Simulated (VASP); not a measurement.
# Rb2TeO3 in VASP: further runs

The runs below take Rb2TeO3 through single point, with PBE.

Everything below comes from runs of VASP 6.6.1. Logs are shortened: lines on timing, memory, paths and dates and some standing lists are left out, and cuts for length are marked.

## 1. The cell of the first run

The cell holds an amorphous packing of atoms, 12 atoms: a = 6.581 Å, b = 6.683 Å, c = 6.683 Å, α = 95.52°, β = 89.89°, γ = 80.56°.

## 2. Single point, PBE

INCAR reads:

```
SYSTEM = Rb2TeO3
ALGO = Normal
EDIFF = 1E-6
ENCUT = 520
GGA = PE
ISIF = 2
ISMEAR = 1
LASPH = .TRUE.
LCHARG = .TRUE.
LELF = .TRUE.
LREAL = .FALSE.
LVHAR = .TRUE.
LWAVE = .FALSE.
NBANDS = 54
NELM = 80
PREC = Accurate
SIGMA = 0.15
```

KPOINTS reads:

```
k-points
0
G
  3 2 2
  0 0 0
```

POSCAR reads:

```
Rb2TeO3
1.0
    6.5734840000      0.2484770000     -0.1913310000
    0.8532390000      6.6257100000      0.1978760000
    0.2389710000     -0.8770270000      6.6212980000
Te Rb O
2 4 6
Direct
    0.7516471943      0.1651442590      0.5660966058
    0.3470905014      0.3663183052      0.1944716235
    0.4622475895      0.9952688970      0.8841768586
    0.1442777772      0.3908126474      0.6419596834
    0.9744430691      0.8497060877      0.9269564253
    0.2521145295      0.8576307144      0.3712383569
    0.4009285964      0.6167746440     -0.0257432652
    0.7634879573      0.2495773136      0.0570656318
    0.6103656341      0.6698358900      0.0119644850
    1.0172779013      0.2542595148      0.1635297101
    0.5957335642      0.0668377207      0.2987324718
    0.7598771207      0.7310185021      0.5409418262
```

Potentials or basis: VASP PAW PBE potentials, release 64 (Te, Rb_sv, O).

On the command line:

```console
cat potpaw_PBE.64/Te/POTCAR potpaw_PBE.64/Rb_sv/POTCAR potpaw_PBE.64/O/POTCAR > POTCAR
mpirun -np 1 vasp_std > vasp.out
```

OUTCAR:

```text
SYSTEM = Rb2TeO3
   EDIFF = 1E-6
   ENCUT = 520
   GGA = PE
   ISIF = 2
   ISMEAR = 1
   LASPH = .TRUE.
   LREAL = .FALSE.
   NELM = 80
   PREC = Accurate

 ion  position               nearest neighbor table
   1  0.752  0.165  0.566-  11 2.16   4 3.22   3 3.25   5 3.52   6 3.74   4 4.05   6 4.29   5 4.70

   2  0.347  0.366  0.194-   7 2.40  10 2.41  11 2.52   3 3.07   4 3.25   6 3.34   6 3.85   4 3.94
                             5 4.26
   3  0.462  0.995  0.884-   9 2.46   7 2.75  11 2.93   8 2.98   2 3.07  12 3.21   1 3.25   5 3.37
                             5 3.52  10 3.57   4 3.61   6 3.79   6 3.79   4 4.98   4 5.64   4 5.71
   4  0.144  0.391  0.642-   7 3.21   1 3.22  12 3.23   2 3.25  10 3.38   5 3.47   3 3.61   6 3.79
                            10 3.81   6 3.91   2 3.94   1 4.05   5 4.54   3 4.98   6 5.64   3 5.64
   5  0.974  0.850  0.927-   8 2.86   9 2.93   7 3.01  12 3.04  10 3.05   3 3.37   4 3.47   6 3.49
                             1 3.52   3 3.52  11 3.55   6 4.14   2 4.26   4 4.54   1 4.70   6 5.59
   6  0.252  0.858  0.371-  11 2.91   7 3.04  10 3.27   2 3.34   9 3.37   5 3.49  12 3.53  12 3.68
                             1 3.74   3 3.79   3 3.79   4 3.79   2 3.85   4 3.91   5 4.14   1 4.29
   7  0.401  0.617  0.974-   9 1.49   2 2.40   3 2.75   5 3.01   6 3.04   4 3.21
   8  0.763  0.250  0.057-  10 1.82   5 2.86   3 2.98
   9  0.610  0.670  0.012-   7 1.49   3 2.46   5 2.93   6 3.37
  10  0.017  0.254  0.164-   8 1.82   2 2.41   5 3.05   6 3.27   4 3.38   3 3.57   4 3.81
  11  0.596  0.067  0.299-   1 2.16   2 2.52   6 2.91   3 2.93   5 3.55
  12  0.760  0.731  0.541-   5 3.04   3 3.21   4 3.23   6 3.53   6 3.68

  LATTYP: Found a triclinic cell.
 ALAT       =     8.5756507441
 B/A-ratio  =     0.7674007061
 C/A-ratio  =     0.7793464110
 COS(alpha) =     0.0019573706
 COS(beta)  =     0.0764714098
 COS(gamma) =     0.6395173106

  Lattice vectors:

 A1 = (   5.7202450000,  -6.3772330000,  -0.3892070000)
 A2 = (   6.5734840000,   0.2484770000,  -0.1913310000)
 A3 = (   0.2389710000,  -0.8770270000,   6.6212980000)

Analysis of symmetry for initial positions (statically):
=====================================================================
 Subroutine PRICEL returns:
 Original cell was already a primitive cell.

 Routine SETGRP: Setting up the symmetry group for a
 triclinic supercell.

 Subroutine GETGRP returns: Found  1 space group operations
 (whereof  1 operations were pure point group operations)
 out of a pool of  2 trial point group operations.

The static configuration has the point symmetry C_1 .

Analysis of symmetry for dynamics (positions and initial velocities):
=====================================================================
 Subroutine PRICEL returns:
 Original cell was already a primitive cell.

 Routine SETGRP: Setting up the symmetry group for a
 triclinic supercell.

 Subroutine GETGRP returns: Found  1 space group operations
 (whereof  1 operations were pure point group operations)
 out of a pool of  2 trial point group operations.

The dynamic configuration has the point symmetry C_1 .

 Subroutine INISYM returns: Found  1 space group operations
 (whereof  1 operations are pure point group operations),
 and found     1 'primitive' translations

----------------------------------------------------------------------------------------

                                     Primitive cell

  volume of cell :     288.5789

  direct lattice vectors                    reciprocal lattice vectors
     6.573484000  0.248477000 -0.191331000     0.152624975 -0.019413282 -0.008079823
     0.853239000  6.625710000  0.197876000    -0.005119702  0.150983747  0.020183396
     0.238971000 -0.877027000  6.621298000     0.004563298 -0.005073087  0.150191136

  length of vectors
     6.580960437  6.683352804  6.683402629     0.154066681  0.152412836  0.150346058

  position of ions in fractional coordinates (direct lattice)
     0.751647194  0.165144259  0.566096606
     0.347090501  0.366318305  0.194471624
     0.462247590  0.995268897  0.884176859
     0.144277777  0.390812647  0.641959683
     0.974443069  0.849706088  0.926956425
     0.252114529  0.857630714  0.371238357
     0.400928596  0.616774644  0.974256735
[... 27 lines left out ...]
 generate k-points for:    3    2    2

 Generating k-lattice:

  Cartesian coordinates                     Fractional coordinates (reciprocal lattice)
     0.050874992 -0.006471094 -0.002693274     0.333333333  0.000000000  0.000000000
    -0.002559851  0.075491873  0.010091698     0.000000000  0.500000000 -0.000000000
     0.002281649 -0.002536544  0.075095568     0.000000000  0.000000000  0.500000000

  Length of vectors
     0.051355560  0.076206418  0.075173029

  Shift w.r.t. Gamma in fractional coordinates (k-lattice)
     0.000000000  0.000000000  0.000000000

 Subroutine IBZKPT returns following result:
 ===========================================

 Found      8 irreducible k-points:

 Following reciprocal coordinates:
            Coordinates               Weight
  0.000000  0.000000  0.000000      1.000000
  0.333333 -0.000000  0.000000      2.000000
 -0.000000  0.500000 -0.000000      1.000000
  0.333333  0.500000 -0.000000      2.000000
  0.000000  0.000000  0.500000      1.000000
  0.333333  0.000000  0.500000      2.000000
  0.000000  0.500000  0.500000      1.000000
  0.333333  0.500000  0.500000      2.000000
   k-points           NKPTS =      8   k-points in BZ     NKDIM =      8   number of bands    NBANDS=     54
   number of dos      NEDOS =    301   number of ions     NIONS =     12
   total plane-waves  NPLWV = 125000
   dimension x,y,z NGX =    50 NGY =   50 NGZ =   50
   dimension x,y,z NGXF=   100 NGYF=  100 NGZF=  100
   ions per type =               2   4   6
   NGX,Y,Z   is equivalent  to a cutoff of  12.63, 12.44, 12.44 a.u.
   NGXF,Y,Z  is equivalent  to a cutoff of  25.26, 24.87, 24.87 a.u.
 SYSTEM =  Rb2TeO3
   PREC   = accura    normal or accurate (medium, high low for compatibility)
   ISTART =      0    job   : 0-new  1-cont  2-samecut
   ICHARG =      2    charge: 1-file 2-atom 10-const
   ISPIN  =      1    spin polarized calculation?
   LNONCOLLINEAR =      F non collinear calculations
   LSORBIT =      F    spin-orbit coupling
   LASPH  =      T    aspherical Exc in radial PAW
   ENCUT  =  520.0 eV  38.22 Ry    6.18 a.u.  12.24 12.43 12.43*2*pi/ulx,y,z
   NELM   =     80;   NELMIN=  2; NELMDL= -5     # of ELM steps
   EDIFF  = 0.1E-05   stopping-criterion for ELM
   LREAL  =      F    real-space projection
   EDIFFG = 0.1E-04   stopping-criterion for IOM
   NSW    =      0    number of steps for IOM
   IBRION =     -1    ionic relax: 0-MD 1-quasi-New 2-CG
   NFREE  =      0    steps in history (QN), initial steepest desc. (CG)
   ISIF   =      2    stress and relaxation
   ISYM   =      2    0-nonsym 1-usesym 2-fastsym
   POTIM  = 0.5000    time-step for ionic-motion
   TEBEG  =    0.0;   TEEND  =   0.0 temperature during run
   PSTRESS=    0.0 pullay stress
   NELECT =      84.0000    total number of electrons
   NUPDOWN=      -1.0000    fix difference up-down
   EMIN   =  10.00;   EMAX   =-10.00  energy-range for DOS
   EFERMI =   0.00;   METHOD = LEGACY
   ISMEAR =     1;   SIGMA  =   0.15  broadening in eV -4-tet -1-fermi 0-gaus
   EFERMI_NEDOS =   21; number of points for ismear=-14 and -15
   IALGO  =     38    algorithm
   IMIX   =      4    mixing-type and parameters
     AMIX     =   0.40;   BMIX     =  1.00
     AMIX_MAG =   1.60;   BMIX_MAG =  1.00
  volume/ion in A,a.u.               =      24.05       162.29
  Fermi-wavevector in a.u.,A,eV,Ry     =   1.084958  2.050274 16.015890  1.177135
  Thomas-Fermi vector in A             =   2.221061
   LORBIT       =      0    0 simple, 1 ext, 2 COOP (PROOUT), +10 PAW based schemes
   GGA     = PE    functional components
   LHFCALC =     F    Hartree Fock is set to
   AEXX    =    0.0000 exact exchange contribution
   IVDW    =     0    specifies the selected vdW correction
   LEPSILON=     F    determine dielectric tensor
   LRPA    =     F    only Hartree local field effects (RPA)
 non-spin polarized calculation
 Methfessel and Paxton  Order N= 1 SIGMA  =   0.15
  energy-cutoff  :      520.00
  volume of cell :      288.58
 maximum number of plane-waves:      7793
 NGX is ok and might be reduce to    50
   NGX = 25   NGY = 25   NGZ = 25

 number of electron      84.0000002 magnetization

 Free energy of the ion-electron system (eV)
  ---------------------------------------------------
  ext. energy  EPLUGINS =         0.00000000
  ---------------------------------------------------
  free energy    TOTEN  =       -41.36896896 eV

  energy without entropy =      -41.35423547  energy(sigma->0) =      -41.36405779

 E-fermi :   1.6090     XC(G=0):  -8.3611

 val. band max:        1.5653368181   @ k =   0.3333  -0.0000   0.0000
 cond. band min:       1.6216391375   @ k =   0.0000   0.5000   0.5000
 fundamental gap:      0.0563023194
 Fermi energy:         1.6089998538

 k-point     1 :       0.0000    0.0000    0.0000
  band No.  band energies     occupation
      1     -25.8087      2.00000
      2     -25.5539      2.00000
      3     -25.4158      2.00000
      4     -24.8780      2.00000
      5     -19.3412      2.00000
      6     -16.3750      2.00000
[... 445 lines left out ...]
     53       6.7980      0.00000
     54       6.8692      0.00000

------------------------ aborting loop because EDIFF is reached ----------------------------------------

  FORCE on cell =-STRESS in cart. coord.  units (eV):
  Direction    XX          YY          ZZ          XY          YZ          ZX
  --------------------------------------------------------------------------------------
  -------------------------------------------------------------------------------------
  Total      -13.6559753      2.5171119      1.6830413      0.1332609     -1.3188138     -4.2942952
  in kB      -75.8173806     13.9748958      9.3441722      0.7398586     -7.3219968    -23.8417401
  external PRESSURE =     -17.4994375 kB  Pullay stress =       0.0000000 kB

 VOLUME and BASIS-vectors are now :
 -----------------------------------------------------------------------------
  energy-cutoff  :      520.00
  volume of cell :      288.58
      direct lattice vectors                 reciprocal lattice vectors
     6.573484000  0.248477000 -0.191331000     0.152624975 -0.019413282 -0.008079823
     0.853239000  6.625710000  0.197876000    -0.005119702  0.150983747  0.020183396
     0.238971000 -0.877027000  6.621298000     0.004563298 -0.005073087  0.150191136

 POSITION                                       TOTAL-FORCE (eV/Angst)
 -----------------------------------------------------------------------------------
      5.21713      0.78448      3.63716        -1.748673     -1.266930     -2.161218
      2.64062      2.34281      1.29373         1.082963     -0.452467     -0.744260
      4.09907      5.93377      5.96290        -0.081465     -0.448775     -0.697046
      1.43527      2.06224      4.30033        -0.035164      0.548282      0.546871
      7.35200      5.05907      6.11935        -0.670584     -0.151958      0.473223
      2.47775      5.41947      2.57955         0.506968      0.138547      0.009408
      3.39457      3.33174      6.49618         1.754236      0.319870      0.708973
      5.24536      1.79329      0.28115         1.159184      0.126245      0.140505
      4.58662      4.57931      0.09498        -2.366867     -1.192321     -0.127897
      0.36960      1.54552      1.12979        -0.303744      0.072672     -0.692038
      4.04446      0.32888      1.87724         0.050017      1.136350      1.767727
      5.74804      4.55791      3.58100         0.653129      1.170485      0.775751
 -----------------------------------------------------------------------------------
    total drift:                               -0.000554     -0.000214      0.000370

  FREE ENERGIE OF THE ION-ELECTRON SYSTEM (eV)
  ---------------------------------------------------
  free  energy   TOTEN  =       -41.3689689589 eV

  energy  without entropy=      -41.3542354667  energy(sigma->0) =      -41.36405779
```

It took 3.7 min on 1 thread of Intel Xeon 6975P-C, shared host; peak memory 0.39 GiB.

Results:

- Free energy: -41.3690 eV
- Pressure: -1.7 GPa
- Largest force: 3.055 eV/Å
- Band gap on the k mesh: zero (band 42 reaches 1.63 eV, above the bottom of band 43 at 1.54 eV)

Forces on the atoms (eV/Å):
```
Te  -1.749 -1.267 -2.161
Te   1.083 -0.452 -0.744
Rb  -0.081 -0.449 -0.697
Rb  -0.035  0.548  0.547
Rb  -0.671 -0.152  0.473
Rb   0.507  0.139  0.009
O    1.754  0.320  0.709
O    1.159  0.126  0.141
O   -2.367 -1.192 -0.128
O   -0.304  0.073 -0.692
O    0.050  1.136  1.768
O    0.653  1.170  0.776
```

Stress tensor (GPa, compression positive):
```
-7.58  0.07 -2.38
 0.07  1.40 -0.73
-2.38 -0.73  0.93
```

Levels at points of the mesh, in eV from the Fermi level:
```tsv
k point	band 40	band 41	band 42	band 43	band 44	band 45
(0.00, 0.00, 0.00)	-0.38	-0.18	-0.06	0.09	0.65	0.90
(0.00, 0.50, 0.00)	-0.39	-0.17	-0.11	-0.06	0.18	0.83
(0.00, 0.00, 0.50)	-0.42	-0.30	-0.06	0.02	0.59	0.91
(0.00, 0.50, 0.50)	-0.43	-0.19	-0.13	0.01	0.11	0.75
```

Caveat: the k points lie up to 0.48 Å⁻¹ apart; spin-orbit coupling is left out, which moves the levels of the heavy elements.

## 3. Single point, PBE

INCAR reads:

```
SYSTEM = Rb2TeO3
ALGO = Normal ; EDIFF = 1E-6
ENCUT = 520 ; GGA = PE
ISIF = 2 ; ISMEAR = 1
LASPH = .True. ; LCHARG = .False.
LREAL = .False. ; LWAVE = .False.
NBANDS = 54 ; NELM = 80
PREC = Accurate ; SIGMA = 0.15
```

KPOINTS reads:

```
k-points
0
Gamma
  3 2 2
  0 0 0
```

POSCAR reads:

```
Rb2TeO3
1.0
    6.5734840000      0.2484770000     -0.1913310000
    0.8532390000      6.6257100000      0.1978760000
    0.2389710000     -0.8770270000      6.6212980000
Te Rb O
2 4 6
Direct
    0.7390689587      0.1537784359      0.5424769798
    0.3583651719      0.3569660308      0.1905835316
    0.4719212590      0.9907016123      0.8798134587
    0.1342031277      0.3974883534      0.6667935521
    0.9783553243      0.8378111684      0.9335307035
    0.2555779423      0.8649219331      0.3585261819
    0.3688605793      0.5893743001     -0.0268788031
    0.8461885220      0.2539564976      0.0744805928
    0.5842347347      0.6697701583      0.0153755013
    1.0412525507      0.2602608380      0.0757971501
    0.4800720752      0.1325461895      0.3933168331
    0.8001997478      0.8609612308      0.6572222627
```

Potentials or basis: VASP PAW PBE potentials, release 64 (Te, Rb_sv, O).

On the command line:

```console
cat potpaw_PBE.64/Te/POTCAR potpaw_PBE.64/Rb_sv/POTCAR potpaw_PBE.64/O/POTCAR > POTCAR
mpirun -np 1 vasp_std > vasp.out
```

Wall time 4.1 min (1 thread of Intel Xeon 6975P-C, shared host); peak memory 0.4 GiB.

The run converged. Its results:

- Free energy: -44.6359 eV
- Pressure: 4.4 GPa
- Largest force: 4.587 eV/Å
- Band gap on the k mesh: 0.16 eV, indirect (least direct gap 0.30 eV)

Forces on the atoms (eV/Å):
```
Te   0.055 -2.074  0.147
Te   0.353  2.184  0.732
Rb  -0.578 -0.445 -0.777
Rb   0.174  0.188  0.211
Rb   0.940 -0.571  2.898
Rb  -0.159 -0.665 -0.218
O    1.350  0.930  0.075
O   -3.523 -0.192  0.694
O   -1.810 -1.377  0.424
O    3.646 -0.475 -1.437
O    0.572 -0.416  0.646
O   -1.018  2.911 -3.395
```

Stress tensor (GPa, compression positive):
```
 3.46 -0.75  1.90
-0.75  3.39  0.74
 1.90  0.74  6.48
```

Levels at points of the mesh, in eV from the valence-band top:
```tsv
k point	band 39	band 40	band 41	band 42	band 43	band 44	band 45	band 46
(0.00, 0.00, 0.00)	-0.93	-0.57	-0.41	0.00	0.30	1.10	1.31	2.17
(0.00, 0.50, 0.00)	-0.99	-0.70	-0.35	-0.04	0.34	0.93	1.18	2.31
(0.00, 0.00, 0.50)	-0.91	-0.66	-0.35	-0.10	0.31	1.13	1.38	2.16
(0.00, 0.50, 0.50)	-0.77	-0.67	-0.41	-0.07	0.29	1.07	1.18	2.02
```

Caveat: the k points lie up to 0.48 Å⁻¹ apart; spin-orbit coupling is left out, which moves the levels of the heavy elements.

## 4. Single point, PBE

INCAR reads:

```
PREC = Accurate
ENCUT = 520
EDIFF = 1E-7
ISMEAR = 1
SIGMA = 0.15
LREAL = F
LASPH = T
NELM = 100
ALGO = Normal
ISIF = 2
LWAVE = F
LCHARG = F
GGA = PE
NBANDS = 54
```

KPOINTS reads:

```
Automatic mesh
0
Gamma
  3 2 2
```

POSCAR reads:

```
Rb2TeO3
1.0
    6.5734840000      0.2484770000     -0.1913310000
    0.8532390000      6.6257100000      0.1978760000
    0.2389710000     -0.8770270000      6.6212980000
Te Rb O
2 4 6
Direct
    0.7260533013      0.1531544444      0.5077431820
    0.3720253442      0.3632060623      0.1886746705
    0.4774514506      0.9762628483      0.8653099855
    0.1234064457      0.4093997645      0.6932885502
    0.9856306784      0.8238165506      0.9705323910
    0.2576577806      0.8604777956      0.3428051443
    0.3125214994      0.5765921685     -0.0451184497
    0.8487066424      0.2568935976      0.0977308094
    0.5515059400      0.6308242242      0.0737775598
    1.1797134728      0.2216912204     -0.0213466625
    0.3417120667      0.1909486663      0.4693345554
    0.8596659299      0.9571324229      0.7294360119
```

On the command line:

```console
cat potpaw_PBE.64/Te/POTCAR potpaw_PBE.64/Rb_sv/POTCAR potpaw_PBE.64/O/POTCAR > POTCAR
mpirun -np 1 vasp_std > vasp.out
```

Wall time 4.2 min (1 thread of Intel Xeon 6975P-C, shared host); peak memory 0.4 GiB.

The run converged. Its results:

```yaml
Free_energy: -42.4633 eV
Pressure: 3.6 GPa
Largest_force: 7.468 eV/Å
Band_gap_on_the_k_mesh: zero (band 42 reaches 1.32 eV, above the bottom of band 43 at 1.30 eV)
```

Forces on the atoms (eV/Å):
```
Te  -0.195 -1.489 -0.181
Te  -0.871  0.452 -1.432
Rb   0.613 -1.530 -0.653
Rb  -2.004  1.402 -0.482
Rb   0.258 -1.488  3.994
Rb  -0.184 -0.585  0.210
O    4.037  0.341  1.849
O   -0.178 -0.456  0.928
O   -2.619 -0.577 -0.682
O    0.449 -0.174  3.726
O    2.878 -0.021 -1.446
O   -2.183  4.123 -5.832
```

Stress tensor (GPa, compression positive):
```
-0.44 -3.45 -0.76
-3.45  5.87  2.05
-0.76  2.05  5.38
```

Levels at points of the mesh, in eV from the Fermi level:
```tsv
k point	band 40	band 41	band 42	band 43	band 44	band 45
(0.00, 0.00, 0.00)	-0.67	-0.25	-0.04	0.01	0.69	0.85
(0.00, 0.50, 0.00)	-0.63	-0.23	-0.02	0.03	0.64	0.80
(0.00, 0.00, 0.50)	-0.57	-0.31	-0.15	0.02	0.66	0.86
(0.00, 0.50, 0.50)	-0.53	-0.21	-0.08	-0.02	0.65	0.83
```

Caveat: the k points lie up to 0.48 Å⁻¹ apart; spin-orbit coupling is left out, which moves the levels of the heavy elements.
